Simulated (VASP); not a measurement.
# Zn (Pm-3m) in VASP: a series of runs, part 2 of 2

VASP 6.6.1. Earlier steps stand in the parts before.

## Step 4: Single point, r2SCAN (15.82 Å³/atom)

This run uses another cell than the first one, of 15.82 Å³/atom.

File POSCAR:

```
Zn
1.0
    2.5104054458      0.0000000000      0.0000000000
    0.0000000000      2.5104054458      0.0000000000
    0.0000000000      0.0000000000      2.5104054458
Zn
1
Direct
    0.0000000000      0.0000000000      0.0000000000
```

File INCAR.step1:

```
  PREC = Accurate
  ENCUT = 550
  ISMEAR = -1
  SIGMA = 0.1
  LREAL = F
  LASPH = T
  NELM = 120
  NBANDS = 12
  GGA = PE
  ALGO = Normal
  EDIFF = 1E-5
  LWAVE = T
  LCHARG = F
  GGA_COMPAT = F
```

File INCAR.step2:

```
  PREC = Accurate
  ENCUT = 550
  EDIFF = 1E-6
  ISMEAR = -1
  SIGMA = 0.1
  LREAL = F
  LASPH = T
  NELM = 120
  ALGO = Normal
  ISIF = 2
  LWAVE = F
  LCHARG = F
  METAGGA = R2SCAN
  LMIXTAU = T
  NBANDS = 12
  ISTART = 1
  GGA_COMPAT = F
```

File KPOINTS:

```
Automatic mesh
0
Gamma
  14 14 14
```

Potentials or basis: VASP PAW PBE potentials, release 64 (Zn).

Started as:

```console
> cat potpaw_PBE.64/Zn/POTCAR > POTCAR
> cp INCAR.step1 INCAR
> mpirun -np 1 vasp_std > vasp.out
> cp INCAR.step2 INCAR
> mpirun -np 1 vasp_std > vasp.out
```

OUTCAR:

```text
PREC = Accurate
   ENCUT = 550
   EDIFF = 1E-6
   ISMEAR = -1
   LREAL = F
   LASPH = T
   NELM = 120
   ISIF = 2
   METAGGA = R2SCAN
   ISTART = 1

 ion  position               nearest neighbor table
   1  0.000  0.000  0.000-

  LATTYP: Found a simple cubic cell.
 ALAT       =     2.5104054458

  Lattice vectors:

 A1 = (   2.5104054458,   0.0000000000,   0.0000000000)
 A2 = (   0.0000000000,   2.5104054458,   0.0000000000)
 A3 = (   0.0000000000,   0.0000000000,   2.5104054458)

Analysis of symmetry for initial positions (statically):
=====================================================================
 Subroutine PRICEL returns:
 Original cell was already a primitive cell.

 Routine SETGRP: Setting up the symmetry group for a
 simple cubic supercell.

 Subroutine GETGRP returns: Found 48 space group operations
 (whereof 48 operations were pure point group operations)
 out of a pool of 48 trial point group operations.

The static configuration has the point symmetry O_h .

Analysis of symmetry for dynamics (positions and initial velocities):
=====================================================================
 Subroutine PRICEL returns:
 Original cell was already a primitive cell.

 Routine SETGRP: Setting up the symmetry group for a
 simple cubic supercell.

 Subroutine GETGRP returns: Found 48 space group operations
 (whereof 48 operations were pure point group operations)
 out of a pool of 48 trial point group operations.

The dynamic configuration has the point symmetry O_h .

 Subroutine INISYM returns: Found 48 space group operations
 (whereof 48 operations are pure point group operations),
 and found     1 'primitive' translations

----------------------------------------------------------------------------------------

                                     Primitive cell

[... 107 lines left out ...]
     AMIX     =   0.40;   BMIX     =  1.00
     AMIX_MAG =   1.60;   BMIX_MAG =  1.00
  volume/ion in A,a.u.               =      15.82       106.76
  Fermi-wavevector in a.u.,A,eV,Ry     =   1.492994  2.821349 30.327807  2.229031
  Thomas-Fermi vector in A             =   2.605451
   LORBIT       =      0    0 simple, 1 ext, 2 COOP (PROOUT), +10 PAW based schemes
   METAGGA = R2SCAN    functional components
   LHFCALC =     F    Hartree Fock is set to
   AEXX    =    0.0000 exact exchange contribution
   IVDW    =     0    specifies the selected vdW correction
   LEPSILON=     F    determine dielectric tensor
   LRPA    =     F    only Hartree local field effects (RPA)
 non-spin polarized calculation
  energy-cutoff  :      550.00
  volume of cell :       15.82
 maximum number of plane-waves:       480
 NGX is ok and might be reduce to    20
   NGX =  9   NGY =  9   NGZ =  9

 number of electron      12.0000026 magnetization

 Free energy of the ion-electron system (eV)
  ---------------------------------------------------
  ext. energy  EPLUGINS =         0.00000000
  ---------------------------------------------------
  free energy    TOTEN  =        -8.58158002 eV

  energy without entropy =       -8.57000795  energy(sigma->0) =       -8.57579399

 E-fermi :   2.5067     XC(G=0): -12.2402

 val. band max:        2.4872056713   @ k =   0.5000   0.3571   0.0000
 cond. band min:       2.5560901173   @ k =   0.4286   0.3571   0.2857
 fundamental gap:      0.0688844460
 Fermi energy:         2.5066567351

 k-point     1 :       0.0000    0.0000    0.0000
  band No.  band energies     occupation
      1      -7.8248      2.00000
      2      -6.1824      2.00000
      3      -6.1824      2.00000
      4      -4.6697      2.00000
      5      -4.6697      2.00000
      6      -4.6697      2.00000
      7      16.6494      0.00000
      8      16.6494      0.00000
      9      16.6494      0.00000
     10      19.4103      0.00000
     11      19.4103      0.00000
     12      23.7267      0.00000
[... 331 lines left out ...]
 k-point    24 :       0.3571    0.2143    0.0000
  band No.  band energies     occupation
      1      -5.9702      2.00000
      2      -5.5880      2.00000
      3      -5.3602      2.00000
      4      -5.0035      2.00000
      5      -4.8004      2.00000
      6      -2.8418      2.00000
      7       4.6592      0.00000
      8      12.2380      0.00000
      9      19.3610      0.00000
     10      21.5453      0.00000
     11      23.9974      0.00000
     12      29.8840      0.00000

 [... further k-points ...]
[... 5 lines left out ...]
  --------------------------------------------------------------------------------------
  -------------------------------------------------------------------------------------
  Total        0.6706163      0.6706163      0.6706163     -0.0000000      0.0000000     -0.0000000
  in kB       67.9130261     67.9130261     67.9130261     -0.0000000      0.0000000     -0.0000000
  external PRESSURE =      67.9130261 kB  Pullay stress =       0.0000000 kB

 VOLUME and BASIS-vectors are now :
 -----------------------------------------------------------------------------
  energy-cutoff  :      550.00
  volume of cell :       15.82
      direct lattice vectors                 reciprocal lattice vectors
     2.510405446  0.000000000  0.000000000     0.398342029  0.000000000  0.000000000
     0.000000000  2.510405446  0.000000000     0.000000000  0.398342029  0.000000000
     0.000000000  0.000000000  2.510405446     0.000000000  0.000000000  0.398342029

 POSITION                                       TOTAL-FORCE (eV/Angst)
 -----------------------------------------------------------------------------------
      0.00000      0.00000      0.00000         0.000000      0.000000      0.000000
 -----------------------------------------------------------------------------------
    total drift:                                0.000000      0.000000      0.000000

  FREE ENERGIE OF THE ION-ELECTRON SYSTEM (eV)
  ---------------------------------------------------
  free  energy   TOTEN  =        -8.5815800192 eV

  energy  without entropy=       -8.5700079546  energy(sigma->0) =       -8.57579399
```

OUTCAR.step1:

```text
PREC = Accurate
   ENCUT = 550
   ISMEAR = -1
   LREAL = F
   LASPH = T
   NELM = 120
[... 574 lines left out ...]

 POSITION                                       TOTAL-FORCE (eV/Angst)
 -----------------------------------------------------------------------------------
      0.00000      0.00000      0.00000         0.000000      0.000000      0.000000
 -----------------------------------------------------------------------------------
    total drift:                               -0.000000      0.000000      0.000000

  FREE ENERGIE OF THE ION-ELECTRON SYSTEM (eV)
  ---------------------------------------------------
  free  energy   TOTEN  =        -0.8219658711 eV

  energy  without entropy=       -0.8101759797  energy(sigma->0) =       -0.81607093
```

OSZICAR.step1:

```text
N       E                     dE             d eps       ncg     rms          rms(c)
DAV:   1     0.430731163708E+02    0.43073E+02   -0.67866E+03  3016   0.160E+03
DAV:   2     0.501360622274E+00   -0.42572E+02   -0.40099E+02  2988   0.216E+02
DAV:   3    -0.922507574489E+00   -0.14239E+01   -0.14213E+01  3364   0.384E+01
DAV:   4    -0.926317022830E+00   -0.38094E-02   -0.38093E-02  3164   0.195E+00
DAV:   5    -0.926320105848E+00   -0.30830E-05   -0.30833E-05  3236   0.542E-02    0.277E+00
DAV:   6    -0.830701076184E+00    0.95619E-01   -0.49314E-01  3344   0.140E+01    0.199E+00
DAV:   7    -0.824629649888E+00    0.60714E-02   -0.10496E-02  3112   0.193E+00    0.100E+00
DAV:   8    -0.821965605077E+00    0.26640E-02   -0.13929E-03  3416   0.453E-01    0.249E-02
DAV:   9    -0.821965871099E+00   -0.26602E-06   -0.93814E-05  3912   0.122E-01
   1 F= -.82196587E+00 E0= -.81607093E+00  d E =-.117899E-01
```

It took 26 s on 1 thread of Intel Xeon 6975P-C (Granite Rapids), shared host; peak memory 0.14 GiB.

What came out:

```
Free energy            : -8.5816 eV
Pressure               : 6.8 GPa
Band gap on the k mesh : zero (bands 6 and 7 overlap by 9.22 eV)
```

Caveat: the cell stands under pressure; the PAW data sets were made with another functional, which shifts forces and pressure a little.

## Step 5: Overview

| cell | k mesh | gap on the mesh (eV) | pressure (GPa) |
| --- | --- | --- | --- |
| a = 2.581 Å, 1 atom | 12 × 12 × 12 | none | 0.2 |
| a = 2.473 Å, 1 atom | 14 × 14 × 14 | none | 11.3 |
| a = 2.510 Å, 1 atom | 14 × 14 × 14 | none | 6.8 |

Alike in all rows: task single point; level r2SCAN; potentials or basis VASP PAW PBE potentials, release 64 (Zn); no spin polarisation; cutoff (eV) 550; smearing fermi-dirac 0.1 eV.

Caveats: the PAW data sets were made with another functional, which shifts forces and pressure a little; the cell stands under pressure (at least some runs).

Total energies depend on the potentials used, so only differences within one code and one set of settings carry meaning.

The gap in the log of VASP goes by the Fermi energy; the results here count the filled bands.